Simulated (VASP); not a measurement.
A run of VASP 6.6.1:

INCAR

```
SYSTEM = SnPb3O4
  PREC = Accurate
  ENCUT = 520
  EDIFF = 1E-6
  ISMEAR = 0
  SIGMA = 0.02
  LREAL = .False.
  LASPH = .True.
  NELM = 60
  ALGO = Normal
  ISIF = 2
  LWAVE = .False.
  LCHARG = .True.
  GGA = PE
  LELF = .True.
  LVHAR = .True.
  NBANDS = 50
```

The input KPOINTS:

```
regular mesh
0
Gamma
  8 8 4
  0 0 0
```

File POSCAR:

```
SnPb3O4
1.0
    4.0017672148      0.0000000000      0.0000000000
    0.0000000000      4.0017672148      0.0000000000
    0.0000000000      0.0000000000     10.9130013205
Sn Pb O
1 3 4
Direct
    0.0000000000      0.0000000000      0.1075554821
    0.0000000000      0.0000000000      0.6051754660
    0.5000000000      0.5000000000      0.3832432409
    0.5000000000      0.5000000000      0.8944652864
    0.0000000000      0.5000000000      0.0083129253
    0.0000000000      0.5000000000      0.4964673370
    0.5000000000      0.0000000000      0.0083129253
    0.5000000000      0.0000000000      0.4964673370
```

Potentials or basis: VASP PAW PBE potentials, release 64 (Sn_d, Pb_d, O).

Launch:

```sh
$ cat potpaw_PBE.64/Sn_d/POTCAR potpaw_PBE.64/Pb_d/POTCAR potpaw_PBE.64/O/POTCAR > POTCAR
$ mpirun -np 1 vasp_std > vasp.out
```

Hardware: 1 thread of Intel(R) Xeon(R) 6975P-C (Granite Rapids), on a shared host.

**Question.** Estimate the wall time of this run.

**Answer.** It took 3.5 min on 1 thread of Intel(R) Xeon(R) 6975P-C (Granite Rapids), with other jobs on the host, peak memory 0.46 GiB. Counts: scf iterations 16, k points 45.
